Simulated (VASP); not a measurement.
Here is a VASP 6.6.1 calculation.

INCAR

```
SYSTEM = HgB2H8
PREC = Accurate
ENCUT = 520
EDIFF = 1E-7
ISMEAR = 0
SIGMA = 0.01
LREAL = .False.
LASPH = .True.
NELM = 150
ALGO = Normal
ISIF = 2
LWAVE = .False.
LCHARG = .True.
MAGMOM = 0 0 0 0 0 0 0 0 0 0 0 0 0 0 0 0 0 0 0 0 0 0 0 0 0 0 0 0 0 0 0 0 0
LORBIT = 11
LSORBIT = .True.
GGA_COMPAT = .False.
LORBMOM = .True.
GGA = PE
LVHAR = .True.
NBANDS = 47
```

Contents of KPOINTS:

```
Automatic mesh
0
Gamma
  1 1 1
  0 0 0
```

File POSCAR:

```
HgB2H8
1.0
   11.2100000000      0.0000000000      0.0000000000
    0.0000000000     10.9500000000      0.0000000000
    0.0000000000      0.0000000000     15.4500000000
Hg B H
1 2 8
Direct
    0.4999331000      0.4997762600      0.4998938500
    0.5006654800      0.5236748900      0.6500757300
    0.4992007100      0.4758776300      0.3497113300
    0.5098242600      0.4477908700      0.7085249200
    0.5893354100      0.5885936100      0.6441119700
    0.4014273000      0.5703324200      0.6468932000
    0.5088001800      0.4195497700      0.6039281600
    0.4900428200      0.5517616400      0.2912621400
    0.5984397900      0.4292200900      0.3528938500
    0.4105316700      0.4109589000      0.3556750800
    0.4910660100      0.5800018300      0.3958589000
```

Potentials or basis: VASP PAW PBE potentials, release 64 (Hg, B, H).

The run is started by

```bash
$ cat potpaw_PBE.64/Hg/POTCAR potpaw_PBE.64/B/POTCAR potpaw_PBE.64/H/POTCAR > POTCAR
$ mpirun -np 1 vasp_ncl > vasp.out
```

**Question.** What does it give for the net moment?

**Answer.** 0.00 μB per cell.

**Question.** Estimate the largest force.

**Answer.** 0.312 eV/Å.

Forces in eV/Å, atoms in the order of the input:
```
Hg   0.000  0.000  0.000
B   -0.002  0.062  0.032
B    0.002 -0.062 -0.032
H   -0.029  0.189 -0.246
H   -0.232 -0.168  0.012
H    0.264 -0.127  0.006
H   -0.006  0.066 -0.030
H    0.029 -0.189  0.246
H   -0.264  0.127 -0.006
H    0.232  0.168 -0.012
H    0.006 -0.066  0.030
```
